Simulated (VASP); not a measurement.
# Te2Mo in VASP: notebook

Runs on Te2Mo. Level: PBE+D3(BJ). Tasks: single point.

Program: VASP 6.6.1. These are calculated values, not measurements. Logs are shortened: lines on timing, memory, paths and dates and some standing lists are left out, and cuts for length are marked.

**1. The cell of the first run**

The cell holds a slab with vacuum, 3 atoms: a = 3.503 Å, b = 3.503 Å, c = 21.634 Å, α = 90.00°, β = 90.00°, γ = 120.00°.

**2. Single point, PBE+D3(BJ)**

File INCAR:

```
SYSTEM = Te2Mo
PREC = Accurate
ENCUT = 400
EDIFF = 1E-6
ISMEAR = 0
SIGMA = 0.05
LREAL = .False.
LASPH = .True.
NELM = 120
ALGO = Normal
ISIF = 2
LWAVE = .False.
LCHARG = .True.
LDIPOL = .True.
IDIPOL = 3
DIPOL = 0.5 0.5 0.500
GGA = PE
IVDW = 12
LELF = .True.
LVHAR = .True.
LVACPOTAV = .True.
NBANDS = 20
GGA_COMPAT = .False.
NELMDL = -8
```

File KPOINTS:

```
Automatic mesh
0
Gamma
  9 9 1
  0 0 0
```

File POSCAR:

```
Te2Mo
1.0
    3.5030121927      0.0000000000      0.0000000000
   -1.7515060963      3.0336975486      0.0000000000
    0.0000000000      0.0000000000     21.6342122283
Te Mo
2 1
Direct
    0.6666666667      0.3333333333      0.4160077522
    0.6666666667      0.3333333333      0.5839922478
    0.3333333333      0.6666666667      0.5000033462
```

Potentials or basis: VASP PAW PBE potentials, release 64 (Te, Mo_sv).

The run is started by

```bash
$ cat potpaw_PBE.64/Te/POTCAR potpaw_PBE.64/Mo_sv/POTCAR > POTCAR
$ mpirun -np 1 vasp_std > vasp.out
```

OUTCAR:

```text
SYSTEM = Te2Mo
   PREC = Accurate
   ENCUT = 400
   EDIFF = 1E-6
   ISMEAR = 0
   LREAL = .False.
   LASPH = .True.
   NELM = 120
   ISIF = 2
   GGA = PE
   IVDW = 12
   NELMDL = -8
 IVDW          = 12

 ion  position               nearest neighbor table
   1  0.667  0.333  0.416-   3 2.72   3 2.72   3 2.72   2 3.63
   2  0.667  0.333  0.584-   3 2.72   3 2.72   3 2.72   1 3.63
   3  0.333  0.667  0.500-   2 2.72   2 2.72   2 2.72   1 2.72   1 2.72   1 2.72

  LATTYP: Found a hexagonal cell.
 ALAT       =     3.5030121927
 C/A-ratio  =     6.1758883607

  Lattice vectors:

 A1 = (   3.5030121927,   0.0000000000,   0.0000000000)
 A2 = (  -1.7515060963,   3.0336975486,   0.0000000000)
 A3 = (   0.0000000000,   0.0000000000,  21.6342122283)

Analysis of symmetry for initial positions (statically):
=====================================================================
 Subroutine PRICEL returns:
 Original cell was already a primitive cell.

 Routine SETGRP: Setting up the symmetry group for a
 hexagonal supercell.

 Subroutine GETGRP returns: Found 12 space group operations
 (whereof 12 operations were pure point group operations)
 out of a pool of 24 trial point group operations.

The static configuration has the point symmetry D_3h.

Analysis of symmetry for dynamics (positions and initial velocities):
=====================================================================
 Subroutine PRICEL returns:
 Original cell was already a primitive cell.

 Routine SETGRP: Setting up the symmetry group for a
 hexagonal supercell.

 Subroutine GETGRP returns: Found 12 space group operations
 (whereof 12 operations were pure point group operations)
 out of a pool of 24 trial point group operations.

The dynamic configuration has the point symmetry D_3h.

 Subroutine INISYM returns: Found 12 space group operations
 (whereof 12 operations are pure point group operations),
 and found     1 'primitive' translations

----------------------------------------------------------------------------------------

                                     Primitive cell

  volume of cell :     229.9085

  direct lattice vectors                    reciprocal lattice vectors
     3.503012193  0.000000000  0.000000000     0.285468604  0.164815375  0.000000000
    -1.751506096  3.033697549  0.000000000     0.000000000  0.329630751  0.000000000
     0.000000000  0.000000000 21.634212228     0.000000000  0.000000000  0.046223084

  length of vectors
     3.503012193  3.503012193 21.634212228     0.329630751  0.329630751  0.046223084

  position of ions in fractional coordinates (direct lattice)
     0.666666667  0.333333333  0.416007752
     0.666666667  0.333333333  0.583992248
     0.333333333  0.666666667  0.500003346

  ion indices of the primitive-cell ions
   primitive index   ion index
                 1           1
                 2           2
                 3           3

----------------------------------------------------------------------------------------

 KPOINTS: Automatic mesh

Automatic generation of k-mesh.
 Grid dimensions read from file:
 generate k-points for:    9    9    1

 Generating k-lattice:

  Cartesian coordinates                     Fractional coordinates (reciprocal lattice)
     0.031718734  0.018312819  0.000000000     0.111111111  0.000000000  0.000000000
     0.000000000  0.036625639  0.000000000     0.000000000  0.111111111  0.000000000
     0.000000000  0.000000000  0.046223084     0.000000000  0.000000000  1.000000000

  Length of vectors
     0.036625639  0.036625639  0.046223084

  Shift w.r.t. Gamma in fractional coordinates (k-lattice)
     0.000000000  0.000000000  0.000000000

 Subroutine IBZKPT returns following result:
 ===========================================

 Found     12 irreducible k-points:

 Following reciprocal coordinates:
            Coordinates               Weight
  0.000000  0.000000  0.000000      1.000000
  0.111111  0.000000  0.000000      6.000000
  0.222222 -0.000000  0.000000      6.000000
  0.333333  0.000000  0.000000      6.000000
  0.444444 -0.000000  0.000000      6.000000
  0.111111  0.111111  0.000000      6.000000
  0.222222  0.111111  0.000000     12.000000
  0.333333  0.111111  0.000000     12.000000
  0.444444  0.111111  0.000000      6.000000
  0.222222  0.222222  0.000000      6.000000
  0.333333  0.222222  0.000000     12.000000
  0.333333  0.333333  0.000000      2.000000
   k-points           NKPTS =     12   k-points in BZ     NKDIM =     12   number of bands    NBANDS=     20
   number of dos      NEDOS =    301   number of ions     NIONS =      3
   total plane-waves  NPLWV =  82944
   dimension x,y,z NGX =    24 NGY =   24 NGZ =  144
   dimension x,y,z NGXF=    48 NGYF=   48 NGZF=  288
   ions per type =               2   1
   NGX,Y,Z   is equivalent  to a cutoff of  11.39, 11.39, 11.07 a.u.
   NGXF,Y,Z  is equivalent  to a cutoff of  22.78, 22.78, 22.13 a.u.
 SYSTEM =  Te2Mo
   PREC   = accura    normal or accurate (medium, high low for compatibility)
   ISTART =      0    job   : 0-new  1-cont  2-samecut
   ICHARG =      2    charge: 1-file 2-atom 10-const
   ISPIN  =      1    spin polarized calculation?
   LNONCOLLINEAR =      F non collinear calculations
   LSORBIT =      F    spin-orbit coupling
   LASPH  =      T    aspherical Exc in radial PAW
   ENCUT  =  400.0 eV  29.40 Ry    5.42 a.u.   5.71  5.71 35.28*2*pi/ulx,y,z
   NELM   =    120;   NELMIN=  2; NELMDL= -8     # of ELM steps
   EDIFF  = 0.1E-05   stopping-criterion for ELM
   LREAL  =      F    real-space projection
   EDIFFG = 0.1E-04   stopping-criterion for IOM
   NSW    =      0    number of steps for IOM
   IBRION =     -1    ionic relax: 0-MD 1-quasi-New 2-CG
   NFREE  =      0    steps in history (QN), initial steepest desc. (CG)
   ISIF   =      2    stress and relaxation
   ISYM   =      2    0-nonsym 1-usesym 2-fastsym
   POTIM  = 0.5000    time-step for ionic-motion
   TEBEG  =    0.0;   TEEND  =   0.0 temperature during run
   PSTRESS=    0.0 pullay stress
   NELECT =      26.0000    total number of electrons
   NUPDOWN=      -1.0000    fix difference up-down
   EMIN   =  10.00;   EMAX   =-10.00  energy-range for DOS
   EFERMI =   0.00;   METHOD = LEGACY
   ISMEAR =     0;   SIGMA  =   0.05  broadening in eV -4-tet -1-fermi 0-gaus
   EFERMI_NEDOS =   21; number of points for ismear=-14 and -15
   IALGO  =     38    algorithm
   IMIX   =      4    mixing-type and parameters
     AMIX     =   0.40;   BMIX     =  1.00
     AMIX_MAG =   1.60;   BMIX_MAG =  1.00
  volume/ion in A,a.u.               =      76.64       517.17
  Fermi-wavevector in a.u.,A,eV,Ry     =   0.791676  1.496051  8.527469  0.626751
  Thomas-Fermi vector in A             =   1.897264
   LORBIT       =      0    0 simple, 1 ext, 2 COOP (PROOUT), +10 PAW based schemes
   GGA     = PE    functional components
   LHFCALC =     F    Hartree Fock is set to
   AEXX    =    0.0000 exact exchange contribution
   IVDW    =    12    specifies the selected vdW correction
   LEPSILON=     F    determine dielectric tensor
   LRPA    =     F    only Hartree local field effects (RPA)
 non-spin polarized calculation
 Gauss-broadening in eV      SIGMA  =   0.05
  energy-cutoff  :      400.00
  volume of cell :      229.91
 maximum number of plane-waves:      4196
 NGX is ok and might be reduce to    24
   NGX = 11   NGY = 11   NGZ = 71

 number of electron      26.0000009 magnetization

 dipolmoment           0.000000      0.000000     -0.000833 electrons x Angstroem

 Free energy of the ion-electron system (eV)
  ---------------------------------------------------
  ext. energy  EPLUGINS =         0.00000000
  ---------------------------------------------------
  free energy    TOTEN  =       -18.00632388 eV

  energy without entropy =      -18.00632388  energy(sigma->0) =      -18.00632388

 E-fermi :  -0.3609     XC(G=0):  -3.9290

 val. band max:       -0.6516756760   @ k =   0.3333   0.3333   0.0000
 cond. band min:       0.5389861604   @ k =   0.3333   0.3333   0.0000
 fundamental gap:      1.1906618363
 Fermi energy:        -0.3608894983

 k-point     1 :       0.0000    0.0000    0.0000
  band No.  band energies     occupation
      1     -61.3008      2.00000
      2     -35.4809      2.00000
      3     -35.3366      2.00000
      4     -35.3366      2.00000
      5     -13.3583      2.00000
      6     -12.4283      2.00000
[... 12 lines left out ...]
     19       3.7872      0.00000
     20       4.4508      0.00000

 k-point     2 :       0.1111    0.0000    0.0000
  band No.  band energies     occupation
      1     -61.2996      2.00000
      2     -35.4773      2.00000
      3     -35.3525      2.00000
      4     -35.3402      2.00000
      5     -13.1828      2.00000
      6     -12.3048      2.00000
[... 12 lines left out ...]
     19       3.9993      0.00000
     20       4.6710      0.00000

 k-point     3 :       0.2222   -0.0000    0.0000
  band No.  band energies     occupation
      1     -61.2966      2.00000
      2     -35.4684      2.00000
      3     -35.3927      2.00000
      4     -35.3497      2.00000
      5     -12.6859      2.00000
      6     -11.9567      2.00000
[... 12 lines left out ...]
     19       4.5976      0.00000
     20       5.2314      0.00000

 k-point     4 :       0.3333    0.0000    0.0000
  band No.  band energies     occupation
      1     -61.2931      2.00000
      2     -35.4583      2.00000
      3     -35.4378      2.00000
      4     -35.3603      2.00000
      5     -11.9808      2.00000
      6     -11.4728      2.00000
[... 153 lines left out ...]
 k-point    11 :       0.3333    0.2222    0.0000
  band No.  band energies     occupation
      1     -61.2898      2.00000
      2     -35.4513      2.00000
      3     -35.4489      2.00000
      4     -35.3993      2.00000
      5     -11.1233      2.00000
      6     -10.8898      2.00000
[... 12 lines left out ...]
     19       5.6951      0.00000
     20       6.3303      0.00000

 k-point    12 :       0.3333    0.3333    0.0000
  band No.  band energies     occupation
      1     -61.2892      2.00000
      2     -35.4472      2.00000
      3     -35.4385      2.00000
      4     -35.4217      2.00000
      5     -10.9434      2.00000
      6     -10.7633      2.00000
[... 12 lines left out ...]
     19       4.4860      0.00000
     20       6.6430      0.00000

------------------------ aborting loop because EDIFF is reached ----------------------------------------

 Edisp (eV)   -1.20384

 E8    (eV) :    -0.5854

  FORCE on cell =-STRESS in cart. coord.  units (eV):
  Direction    XX          YY          ZZ          XY          YZ          ZX
  --------------------------------------------------------------------------------------
  -------------------------------------------------------------------------------------
  Total      -0.07508    -0.07508    -0.05409    -0.00000     0.00000     0.00000
  in kB      -0.52323    -0.52323    -0.37697    -0.00000     0.00000     0.00000
  external pressure =       -0.47 kB  Pullay stress =        0.00 kB

 VOLUME and BASIS-vectors are now :
 -----------------------------------------------------------------------------
  energy-cutoff  :      400.00
  volume of cell :      229.91
      direct lattice vectors                 reciprocal lattice vectors
     3.503012193  0.000000000  0.000000000     0.285468604  0.164815375  0.000000000
    -1.751506096  3.033697549  0.000000000     0.000000000  0.329630751  0.000000000
     0.000000000  0.000000000 21.634212228     0.000000000  0.000000000  0.046223084

 POSITION                                       TOTAL-FORCE (eV/Angst)
 -----------------------------------------------------------------------------------
      1.75151      1.01123      9.00000         0.000000      0.000000     -0.017085
      1.75151      1.01123     12.63421         0.000000     -0.000000      0.017085
     -0.00000      2.02247     10.81718        -0.000000     -0.000000      0.000000
 -----------------------------------------------------------------------------------
    total drift:                                0.000000     -0.000000     -0.221114

  FREE ENERGIE OF THE ION-ELECTRON SYSTEM (eV)
  ---------------------------------------------------
  free  energy   TOTEN  =       -19.2101599536 eV

  energy  without entropy=      -19.2101599536  energy(sigma->0) =      -19.21015995

 vacuum level on the upper side and lower side of the slab         4.178         4.192
```

It took 78 s on 1 thread of Intel Xeon 8259CL, shared host; peak memory 0.29 GiB.

Results:

```yaml
Free_energy: -19.2102 eV
Largest_force: 0.017 eV/Å
Band_gap_on_the_k_mesh: 1.19 eV
Dispersion_energy_per_atom: -0.401 eV
```

Forces on the atoms (eV/Å):
```
Te   0.000  0.000 -0.017
Te   0.000  0.000  0.017
Mo   0.000  0.000  0.000
```

Levels at points of the mesh, in eV from the valence-band top:
| k point | band 11 | band 12 | band 13 | band 14 | band 15 | band 16 |
| --- | --- | --- | --- | --- | --- | --- |
| (0.00, 0.00, 0.00) | -0.82 | -0.82 | -0.58 | 3.21 | 3.21 | 3.49 |

Caveat: spin-orbit coupling is left out, which moves the levels of the heavy elements.

**3. Single point, PBE+D3(BJ)**

This run uses another cell than the first one.

File INCAR:

```
  PREC = Accurate
  ENCUT = 400
  EDIFF = 1E-6
  ISMEAR = 0
  SIGMA = 0.05
  LREAL = False
  LASPH = True
  NELM = 120
  ALGO = Normal
  ISIF = 2
  LWAVE = False
  LCHARG = True
  LDIPOL = True
  IDIPOL = 3
  DIPOL = 0.5 0.5 0.500
  GGA = PE
  IVDW = 12
  LELF = True
  LVHAR = True
  LVACPOTAV = True
  NBANDS = 20
  GGA_COMPAT = False
  NELMDL = -8
```

File KPOINTS:

```
regular mesh
0
Gamma
  12 12 1
```

File POSCAR:

```
Te2Mo
1.0
    3.5030121927      0.0000000000      0.0000000000
   -1.7515060963      3.0336975486      0.0000000000
    0.0000000000      0.0000000000     21.5814058134
Te Mo
2 1
Direct
    0.6666666667      0.3333333333      0.4157759745
    0.6666666667      0.3333333333      0.5841715026
    0.3333333333      0.6666666667      0.4999770929
```

Potentials or basis: VASP PAW PBE potentials, release 64 (Te, Mo_sv).

The run is started by

```bash
$ cat potpaw_PBE.64/Te/POTCAR potpaw_PBE.64/Mo_sv/POTCAR > POTCAR
$ mpirun -np 1 vasp_std > vasp.out
```

Wall time 2.1 min (1 thread of Intel Xeon 8259CL, shared host); peak memory 0.29 GiB.

The run converged. Its results:

```yaml
Free_energy: -19.2100 eV
Largest_force: 0.017 eV/Å
Band_gap_on_the_k_mesh: 1.19 eV
Dispersion_energy_per_atom: -0.401 eV
```

Forces in eV/Å, atoms in the order of the input:
```
Te   0.000  0.000 -0.017
Te   0.000  0.000  0.017
Mo   0.000  0.000  0.000
```

Levels at points of the mesh, in eV from the valence-band top:
| k point | band 11 | band 12 | band 13 | band 14 | band 15 | band 16 |
| --- | --- | --- | --- | --- | --- | --- |
| (0.00, 0.00, 0.00) | -0.82 | -0.82 | -0.58 | 3.21 | 3.21 | 3.49 |
| (0.50, 0.00, 0.00) | -1.72 | -0.78 | -0.21 | 1.50 | 1.80 | 3.31 |

Caveat: spin-orbit coupling is left out, which moves the levels of the heavy elements.
